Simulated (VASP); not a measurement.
Runs of VASP 6.6.1 on La. The structure is that of space group P6_3/mmc (No. 194), or close to it. The cells are those of the table. 

```csv
cell,further INCAR settings,gap on the mesh (eV),pressure (GPa)
"a = 3.808, b = 3.808, c = 11.430 Å, angles 90.0, 90.0, 120.0°, 4 atoms",ALGO = Fast; EDIFF = 1e-06; NBANDS = 30,none,(a)
"a = 3.698, b = 3.698, c = 11.430 Å, angles 90.0, 90.0, 120.0°, 4 atoms",ALGO = Fast; EDIFF = 1e-07; NBANDS = 30,none,0.3
"a = 3.844, b = 3.844, c = 10.587 Å, angles 90.0, 90.0, 120.0°, 4 atoms",ALGO = Fast; EDIFF = 1e-06; NBANDS = 30,none,0.8
"a = 3.661, b = 3.661, c = 12.554 Å, angles 90.0, 90.0, 120.0°, 4 atoms",ALGO = Fast; EDIFF = 1e-06; NBANDS = 30,none,-1.5
"a = 3.735, b = 3.734, c = 11.992 Å, angles 90.0, 90.0, 120.0°, 4 atoms",ALGO = Fast; EDIFF = 1e-06; NBANDS = 30,none,-1.5
```

Alike in all rows: task single point; level PBEsol; potentials or basis VASP PAW PBE potentials, release 64 (La); no spin polarisation; k mesh 12 × 12 × 4; cutoff (eV) 520; smearing gaussian 0.15 eV.

Task: Fill in the values left out.

Result: (a) -1.2.

Caveats: the PAW data sets were made with another functional, which shifts forces and pressure a little; spin-orbit coupling is left out, which moves the levels of the heavy elements; the stress differs along the axes, from -2 to 6 GPa (at least some runs).

A k mesh can miss the band edges, and the runs leave out spin-orbit coupling on La.

A gap of «none» marks levels without a gap at the run's occupations.
